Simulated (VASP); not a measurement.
A run of VASP 6.6.1:

File INCAR:

```
PREC = Accurate ; ENCUT = 600
EDIFF = 1E-7 ; ISMEAR = 0
SIGMA = 0.1 ; LREAL = False
LASPH = True ; NELM = 80
ALGO = Fast ; ISIF = 3
LWAVE = False ; LCHARG = False
GGA = PE ; IBRION = 2
NSW = 100 ; EDIFFG = -0.01
```

File KPOINTS:

```
regular mesh
0
Gamma
  10 10 10
```

The input POSCAR:

```
Sn3Te
1.0
    4.8656220400      0.0000000000      0.0000000000
    0.0000000000      4.8656220400      0.0000000000
    0.0000000000      0.0000000000      4.8656220400
Sn Te
3 1
Direct
    0.5000000000      0.5000000000      0.0000000000
    0.5000000000      0.0000000000      0.5000000000
    0.0000000000      0.5000000000      0.5000000000
    0.0000000000      0.0000000000      0.0000000000
```

Potentials or basis: VASP PAW PBE potentials, release 64 (Sn_d, Te).

Launch:

```sh
$ cat potpaw_PBE.64/Sn_d/POTCAR potpaw_PBE.64/Te/POTCAR > POTCAR
$ mpirun -np 1 vasp_std > vasp.out
```

Hardware: 1 thread of Intel(R) Xeon(R) 6975P-C (Granite Rapids), on a shared host.

Problem. Estimate the wall time of this run.

Solution. Wall time 2.3 min on 1 thread of Intel(R) Xeon(R) 6975P-C (Granite Rapids), with other jobs on the host, peak memory 0.37 GiB. Counts: scf iterations 24, k points 56, ion steps 2.
